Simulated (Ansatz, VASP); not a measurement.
HfB2 in VASP and in Ansatz

Contents of INCAR:

```
SYSTEM = HfB2
PREC = Accurate ; ENCUT = 520
EDIFF = 1E-7 ; ISMEAR = 0
SIGMA = 0.05 ; LREAL = .FALSE.
LASPH = .TRUE. ; NELM = 60
ALGO = Normal ; ISIF = 2
LWAVE = .FALSE. ; LCHARG = .TRUE.
GGA = PS ; LELF = .TRUE.
LVHAR = .TRUE. ; NBANDS = 15
```

Contents of KPOINTS:

```
regular mesh
0
G
  12 12 10
  0 0 0
```

The input POSCAR:

```
HfB2
1.0
    3.1275495077      0.0000000000      0.0000000000
   -1.5637747538      2.7085373252      0.0270853733
    0.0000000000      0.0344669194      3.4466919363
Hf B
1 2
Direct
    0.0000000000      0.0000000000      0.0000000000
    0.3333333333      0.6666666667      0.5000000000
    0.6666666667      0.3333333333      0.5000000000
```

Input for Ansatz:

```yaml
crystal:
  lattice:
    - [3.1275495077, 0.0, 0.0]
    - [-1.5637747538, 2.7085373252, 0.0270853733]
    - [0.0, 0.0344669194, 3.4466919363]
  atoms:
    - { symbol: Hf, position: [0.0, 0.0, 0.0] }
    - { symbol: B, position: [0.3333333333, 0.6666666667, 0.5] }
    - { symbol: B, position: [0.6666666667, 0.3333333333, 0.5] }
basis:
  ecutwfc: 420
  ecutrho_ratio: 4
kpoints:
  mp_grid: { grid: [12, 12, 10] }
hamiltonian:
  xc: pbesol
scf:
  occupations: { method: gaussian, width: 0.05 }
output:
  forces: true
  stress: true
  eigenvalues: true
```

Change from the starting cell: strain e4 = +0.02, atoms carried along.

Alike in both runs: task single point; functional PBEsol; k mesh 12 × 12 × 10; occupations gaussian, width 0.05 eV; no spin polarisation.

|  | VASP | Ansatz |
| --- | --- | --- |
| version | VASP 6.6.1 | Ansatz 0.2.0 |
| potentials or method | VASP PAW PBE potentials, release 64 (Hf_pv, B), cutoff 520 eV | scalar-relativistic, plane waves, PAW |
| valence electrons in the cell | 16 | 32 |

Ansatz gave:

- pressure (GPa): 0.1
- traceless stress, the component that is largest in VASP (GPa): -5.36

Q: Estimate VASP's values.

A: Pressure (GPa): 0.1; traceless stress, the component that is largest in VASP (GPa): -5.41.

VASP's potentials were made for PBE, not for PBEsol. VASP's potentials hold 16 valence electrons a cell and Ansatz's 32, so a difference there can come from the potentials and not from the codes.

Spin-orbit coupling is off throughout.
